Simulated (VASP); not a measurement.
Set up this calculation in VASP 6.6.1, as the native input.

| Quantity | Value |
| --- | --- |
| Task | single point |
| Functional | PBE |
| Potentials or basis | VASP PAW PBE potentials, release 64 (Cu, F) |
| Cutoff | 520 eV |
| k mesh | 6 × 6 × 4, shifted |
| Occupations | fermi-dirac, width 0.02 eV |
| Spin | no spin polarisation |
| Dipole correction | no |
| Further INCAR settings | ALGO = Normal; EDIFF = 1e-06; NBANDS = 26; ISYM = 0 |

The structure of CuF lies in POSCAR:

```
CuF
1.0
    3.5086571495      0.0000000000      0.0000000000
   -1.7543285748      3.0385862246      0.0000000000
    0.0000000000      0.0000000000      5.0825198930
Cu F
2 2
Direct
    0.3333333333      0.6666666667      0.2500000000
    0.6666666667      0.3333333333      0.7500000000
    0.6666666667      0.3333333333      0.2500000000
    0.3333333333      0.6666666667      0.7500000000
```

The input as run:

INCAR

```
PREC = Accurate
ENCUT = 520
EDIFF = 1E-6
ISMEAR = -1
SIGMA = 0.02
LREAL = F
LASPH = T
NELM = 60
ALGO = Normal
ISIF = 2
LWAVE = F
LCHARG = T
GGA = PE
LELF = T
LVHAR = T
NBANDS = 26
ISYM = 0
```

KPOINTS

```
Automatic mesh
0
Gamma
  6 6 4
  0.5 0.5 0.5
```

Potentials or basis: VASP PAW PBE potentials, release 64 (Cu, F).

Run with:

```console
$ cat potpaw_PBE.64/Cu/POTCAR potpaw_PBE.64/F/POTCAR > POTCAR
$ mpirun -np 1 vasp_std > vasp.out
```

It gave:

```yaml
Pressure: 4.7 GPa
```

Wall time 4.1 min on 1 thread of Intel(R) Xeon(R) Platinum 8259CL CPU @ 2.50GHz (Skylake/Cascade Lake), on a shared host, peak memory 0.36 GiB.
